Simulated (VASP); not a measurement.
Here is a VASP 6.6.1 calculation.

File INCAR:

```
SYSTEM = Cu
PREC = Accurate
ENCUT = 520
EDIFF = 1E-7
ISMEAR = 0
SIGMA = 0.1
LREAL = .FALSE.
LASPH = .TRUE.
NELM = 100
ALGO = Fast
ISIF = 2
LWAVE = .FALSE.
LCHARG = .TRUE.
GGA = PS
LELF = .TRUE.
LVHAR = .TRUE.
NBANDS = 18
```

Contents of KPOINTS:

```
Automatic mesh
0
G
  24 24 12
  0 0 0
```

POSCAR

```
Cu
1.0
    2.3693555637      0.0000000000      0.0000000000
   -1.1846777819      2.0519221088      0.0000000000
    0.0000000000      0.0000000000      3.8695318715
Cu
2
Direct
    0.3333333333      0.6666666667      0.2500000000
    0.6666666667      0.3333333333      0.7500000000
```

Potentials or basis: VASP PAW PBE potentials, release 64 (Cu).

Launch:

```sh
$ cat potpaw_PBE.64/Cu/POTCAR > POTCAR
$ mpirun -np 1 vasp_std > vasp.out
```

Problem. What does it give for the band gap on the k mesh?

Solution. Zero (band 11 reaches 15.24 eV, above the bottom of band 12 at 8.27 eV).

Problem. Predict the pressure.

Solution. 49.9 GPa.

Stress tensor (GPa, compression positive):
```
49.63  0.00  0.00
 0.00 49.63  0.00
 0.00  0.00 50.54
```

Caveat: the cell differs from its parent crystal (equal strain along all axes, cell held: -6.0 %); the PAW data sets were made with another functional, which shifts forces and pressure a little.
